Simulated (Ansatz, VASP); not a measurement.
**Si5P: VASP beside Ansatz**

The input INCAR:

```
  PREC = Accurate
  ENCUT = 520
  EDIFF = 1E-6
  ISMEAR = 0
  SIGMA = 0.1
  LREAL = F
  LASPH = T
  NELM = 100
  ALGO = Normal
  ISIF = 2
  LWAVE = F
  LCHARG = F
  GGA = PE
  NBANDS = 22
```

KPOINTS

```
Automatic mesh
0
Gamma
  4 4 4
```

Contents of POSCAR:

```
Si5P
1.0
    0.0000000000      3.7750964300      3.7750964300
    3.7750964300      0.0000000000      3.7750964300
    3.7750964300      3.7750964300      0.0000000000
Si P
5 1
Direct
    0.7500000000      0.7500000000      0.7500000000
    0.3750000000      0.3750000000      0.8750000000
    0.3750000000      0.8750000000      0.3750000000
    0.8750000000      0.3750000000      0.3750000000
    0.3750000000      0.3750000000      0.3750000000
    0.0000000000      0.0000000000      0.0000000000
```

Input for Ansatz:

```yaml
crystal:
  lattice:
    - [0.0, 3.77509643, 3.77509643]
    - [3.77509643, 0.0, 3.77509643]
    - [3.77509643, 3.77509643, 0.0]
  atoms:
    - { symbol: Si, position: [0.75, 0.75, 0.75] }
    - { symbol: Si, position: [0.375, 0.375, 0.875] }
    - { symbol: Si, position: [0.375, 0.875, 0.375] }
    - { symbol: Si, position: [0.875, 0.375, 0.375] }
    - { symbol: Si, position: [0.375, 0.375, 0.375] }
    - { symbol: P, position: [0.0, 0.0, 0.0] }
basis:
  ecutwfc: 420
kpoints:
  mp_grid: { grid: [4, 4, 4] }
hamiltonian:
  xc: pbe
scf:
  occupations: { method: gaussian, width: 0.1 }
  lower_state_search: "off"
output:
  forces: true
  stress: true
  eigenvalues: true
```

Change from the starting cell: species swapped into the ZrNi5 type (F-43m, No. 216).

Alike in both runs: task single point; functional PBE; k mesh 4 × 4 × 4; occupations gaussian, width 0.1 eV; no spin polarisation.

|  | VASP | Ansatz |
| --- | --- | --- |
| version | VASP 6.6.1 | Ansatz 0.2.0 |
| potentials or method | VASP PAW PBE potentials, release 64 (Si, P), cutoff 520 eV | scalar-relativistic, plane waves, PAW |
| valence electrons in the cell | 25 | 25 |

|  | VASP | Ansatz | Ansatz less VASP |
| --- | --- | --- | --- |
| gap on the k mesh at the Fermi level (eV) | none | none | - |
| pressure (GPa) | -9.5 | -9.5 | +0.01 |

A gap of «none» marks a metal or a gap that the smearing closes.

The k mesh is coarse, so the values compare programs but aren't converged.
